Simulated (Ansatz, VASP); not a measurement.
**One calculation of CdSiN2, two programs**

```xyz
4
Lattice="2.9138 0.0000 0.0000 0.0000 2.9138 0.0000 0.0000 0.0000 4.9079" Properties=species:S:1:pos:R:3 pbc="T T T"
Cd    0.0000    0.0000    0.0000
N     0.0000    1.4569    1.5542
N     1.4569    0.0000    3.3537
Si    1.4569    1.4569    2.4539
```

Change from the starting cell: hydrostatic strain -4.0%.

Alike in both runs: task single point; functional HSE06; k mesh 6 × 6 × 4; no spin polarisation.

|  | VASP | Ansatz |
| --- | --- | --- |
| version | VASP 6.6.1 | Ansatz 0.2.0 |
| potentials or method | VASP PAW PBE potentials, release 64 (Cd, N, Si) | plane waves, PAW |
| plane-wave cutoff (eV) | 520 | 420 |
| occupations | gaussian, width 0.01 eV | fixed |
| valence electrons in the cell | 26 | 34 |

```csv
,VASP,Ansatz,Ansatz less VASP
gap on the k mesh at the Fermi level (eV),3.24,3.17,-0.064
pressure (GPa),30.9,29.6,-1.29
rms of the force components (eV/Å),0.026,0.058,+0.0321
```

Both programs put the cell under a high pressure, so it lies far from rest at this level. VASP's potentials hold 26 valence electrons a cell and Ansatz's 34, so a difference there can come from the potentials and not from the codes. Ansatz's warnings: stress exchange threshold loose, stress scf threshold loose.
